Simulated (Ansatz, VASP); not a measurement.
La2GeBO6: VASP beside Ansatz

The input INCAR:

```
SYSTEM = La2GeBO6
ALGO = Normal
EDIFF = 1E-7
ENCUT = 520
ISIF = 2
ISMEAR = -1
LASPH = .True.
LCHARG = .False.
LREAL = .False.
LWAVE = .False.
NBANDS = 48
NELM = 100
PREC = Accurate
SIGMA = 0.1
```

KPOINTS

```
k-points
0
Gamma
  4 4 4
  0 0 0
```

POSCAR

```
La2GeBO6
1.0
    2.7263880000      1.5740790000      4.3950320000
   -2.7263880000      1.5740790000      4.3950320000
    0.0000000000     -3.1481590000      4.3950320000
La Ge B O
2 1 1 6
Direct
    0.7520000000      0.7520000000      0.7520000000
    0.2480000000      0.2480000000      0.2480000000
    0.5030000000      0.5030000000      0.5030000000
    0.0000000000      0.0000000000      0.0000000000
    0.6900000000      0.2550000000      0.7890000000
    0.7890000000      0.6900000000      0.2550000000
    0.2550000000      0.7890000000      0.6900000000
    0.2080000000      0.3240000000      0.7350000000
    0.7350000000      0.2080000000      0.3240000000
    0.3240000000      0.7350000000      0.2080000000
```

Input for Ansatz:

```yaml
crystal:
  lattice:
    - [2.726388, 1.574079, 4.395032]
    - [-2.726388, 1.574079, 4.395032]
    - [0.0, -3.148159, 4.395032]
  atoms:
    - { symbol: La, position: [0.752, 0.752, 0.752] }
    - { symbol: Ge, position: [0.503, 0.503, 0.503] }
    - { symbol: B, position: [0.0, 0.0, 0.0] }
    - { symbol: O, position: [0.69, 0.255, 0.789] }
    - { symbol: O, position: [0.789, 0.69, 0.255] }
    - { symbol: O, position: [0.255, 0.789, 0.69] }
    - { symbol: O, position: [0.208, 0.324, 0.735] }
    - { symbol: O, position: [0.735, 0.208, 0.324] }
    - { symbol: O, position: [0.324, 0.735, 0.208] }
    - { symbol: La, position: [0.248, 0.248, 0.248] }
  symmetry: { tolerance: 0.0003 }
kpoints:
  mp_grid: { grid: [4, 4, 4], shift: [0, 0, 0] }
magnetization:
  spin_polarized: false
scf:
  occupations: { method: fermi_dirac }
hamiltonian:
  pseudopotentials: { kind: paw }
  xc: lda
basis:
  ecutwfc: 420
  xc_grid: 4
output:
  forces: true
  stress: true
  eigenvalues: true
```

Alike in both runs: task single point; functional LDA; k mesh 4 × 4 × 4; no spin polarisation.

```csv
,VASP,Ansatz
version,VASP 6.6.1,Ansatz 0.2.0
potentials or method,"VASP PAW LDA potentials, release 64 (La, Ge_d, B, O), cutoff 520 eV",PAW plane waves
occupations,"fermi-dirac, width 0.1 eV",fermi-dirac
valence electrons in the cell,75,75
```

|  | VASP | Ansatz | Ansatz less VASP |
| --- | --- | --- | --- |
| gap on the k mesh at the Fermi level (eV) | none | none | - |
| pressure (GPa) | -2.4 | -3.0 | -0.57 |
| rms of the force components (eV/Å) | 1.048 | 1.003 | -0.0451 |

LDA's correlation is that of Perdew and Zunger in VASP and of Perdew and Wang (1992) in Ansatz. A gap of «none» marks a metal or a gap that the smearing closes. Ansatz's warnings: structure snapped to symmetry.

Spin-orbit coupling is off throughout.
